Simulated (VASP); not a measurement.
# C: relaxation of cell and atoms with PBE

C:

```xyz
1
Lattice="1.7551 0.0000 0.0000 0.0000 1.7551 0.0000 0.0000 0.0000 1.7551" Properties=species:S:1:pos:R:3 pbc="T T T"
C     0.0000    0.0000    0.0000
```

```json
{
 "Program": "VASP 6.6.1",
 "Task": "relaxation of cell and atoms",
 "Functional": "PBE",
 "Potentials or basis": "VASP PAW PBE potentials, release 64 (C)",
 "Cutoff": "600 eV",
 "k mesh": "22 × 22 × 22",
 "Occupations": "fermi-dirac, width 0.1 eV",
 "Spin": "no spin polarisation",
 "Target pressure": "96 GPa",
 "Dipole correction": "no",
 "Further INCAR settings": "ALGO = Normal; EDIFF = 1e-06; IBRION = 2; EDIFFG = -0.005; NSW = 60; ISIF = 3"
}
```

The relaxed volume is 4.60 Å³/atom. The relaxed cell is a = 1.663 Å, b = 1.663 Å, c = 1.663 Å, α = 90.00°, β = 90.00°, γ = 90.00° and the space group after relaxing (to 0.1 Å) is Pm-3m (No. 221). The energy change on relaxing (the run minimises the enthalpy) is +251.2 meV/atom, the ionic steps are 7 and the pressure after relaxing is 96.0 GPa. The band gap on the k mesh is zero (bands 2 and 3 overlap by 12.58 eV).

Step by step:
```
step  energy change (eV)  largest force (eV/Å)  pressure (GPa)  volume (Å³)
   1              0.0000                0.0000           12.60         5.41
   2              1.7033                0.0000          376.53         3.49
   3              0.2192                0.0000           88.39         4.65
   4              0.2445                0.0000           94.45         4.61
   5              0.2535                0.0000           96.55         4.59
   6              0.2480                0.0000           95.26         4.60
   7              0.2512                0.0000           96.00         4.60
```

Final structure:
```cif
data_structure
_symmetry_space_group_name_H-M 'P 1'
_symmetry_Int_Tables_number 1
_cell_length_a 1.6627
_cell_length_b 1.6627
_cell_length_c 1.6627
_cell_angle_alpha 90.000
_cell_angle_beta 90.000
_cell_angle_gamma 90.000
_cell_volume 4.60
loop_
_atom_site_label
_atom_site_type_symbol
_atom_site_fract_x
_atom_site_fract_y
_atom_site_fract_z
_atom_site_occupancy
C1 C 0.00000 0.00000 0.00000 1
```

Levels at points of the mesh, in eV from the Fermi level:
```csv
k point,band 1,band 2,band 3,band 4,band 5,band 6
"(0.00, 0.00, 0.00)",-25.50,10.74,10.74,10.74,27.30,27.30
"(0.50, 0.00, 0.00)",-15.05,-14.08,14.92,14.92,33.07,36.38
"(0.50, 0.50, 0.00)",-7.66,-7.66,-1.84,7.30,18.30,46.59
"(0.50, 0.50, 0.50)",-1.50,-1.50,-1.50,12.85,17.97,17.97
```

Run time: 26 s on 1 thread of Intel Xeon 8259CL, with other jobs on the host, peak memory 0.12 GiB.

Caveat: the cell is relaxed towards a set pressure, so the run minimises the enthalpy, not the energy.
